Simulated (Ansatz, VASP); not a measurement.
Ti2Al6H: VASP beside Ansatz

The input INCAR:

```
  PREC = Accurate
  ENCUT = 520
  EDIFF = 1E-6
  ISMEAR = 0
  SIGMA = 0.1
  LREAL = False
  LASPH = True
  NELM = 80
  ALGO = Normal
  ISIF = 2
  LWAVE = False
  LCHARG = False
  LDIPOL = True
  IDIPOL = 3
  DIPOL = 0.5 0.5 0.312
  GGA = PE
  IVDW = 12
  NBANDS = 32
```

File KPOINTS:

```
Automatic mesh
0
Gamma
  6 6 1
```

Contents of POSCAR:

```
Ti2Al6H
1.0
    5.0241861190      0.0000000000      0.0000000000
    2.1588814530      4.5367033218      0.0000000000
    0.0000000000      0.0000000000     21.2187109014
Al Ti H
6 2 1
Direct
    0.5000000000      0.0000000000      0.1885128658
    0.0000000000      0.5000000000      0.1885128658
    0.0000000000      0.0000000000      0.2517328341
    0.0000000000      0.5000000000      0.3193548961
    0.5000000000      0.0000000000      0.3193548961
    0.5000000000      0.5000000000      0.3826203646
    0.5000000000      0.5000000000      0.2517328341
    0.0000000000      0.0000000000      0.3797002555
    0.5000000000      0.6666666667      0.5287178356
```

Input for Ansatz:

```yaml
crystal:
  lattice:
    - [5.024186119, 0.0, 0.0]
    - [2.158881453, 4.5367033218, 0.0]
    - [0.0, 0.0, 21.2187109014]
  atoms:
    - { symbol: Al, position: [0.5, 0.0, 0.1885128658] }
    - { symbol: Al, position: [0.0, 0.5, 0.1885128658] }
    - { symbol: Ti, position: [0.5, 0.5, 0.2517328341] }
    - { symbol: Al, position: [0.0, 0.0, 0.2517328341] }
    - { symbol: Al, position: [0.0, 0.5, 0.3193548961] }
    - { symbol: Al, position: [0.5, 0.0, 0.3193548961] }
    - { symbol: Ti, position: [0.0, 0.0, 0.3797002555] }
    - { symbol: Al, position: [0.5, 0.5, 0.3826203646] }
    - { symbol: H, position: [0.5, 0.6666666667, 0.5287178356] }
basis:
  ecutwfc: 420
kpoints:
  mp_grid: { grid: [6, 6, 1] }
hamiltonian:
  xc: pbe
  pseudopotentials: { kind: paw, azcp: { folder: soft_1 } }
  dispersion: d3bj
scf:
  occupations: { method: gaussian, width: 0.1 }
output:
  forces: true
  eigenvalues: true
  write_density: true
  write_potential: true
  elf: true
  volumetric_format: npy
efield:
  axis: 3
  dipole_correction: true
  ramp_width: 0.04
```

Alike in both runs: task single point; functional PBE; dispersion D3(BJ); k mesh 6 × 6 × 1; occupations gaussian, width 0.1 eV; no spin polarisation.

|  | VASP | Ansatz |
| --- | --- | --- |
| version | VASP 6.6.1 | Ansatz 0.2.0 |
| potentials or method | VASP PAW PBE potentials, release 64 (Al, Ti_sv, H), cutoff 520 eV | scalar-relativistic, plane waves, PAW |
| valence electrons in the cell | 43 | 43 |

```tsv
	VASP	Ansatz	Ansatz less VASP
gap on the k mesh at the Fermi level (eV)	none	none	-
rms of the force components (eV/Å)	0.306	0.306	+0.0001
```

A gap of «none» marks a metal or a gap that the smearing closes. Ansatz's warnings: xc potential rough in thin density.
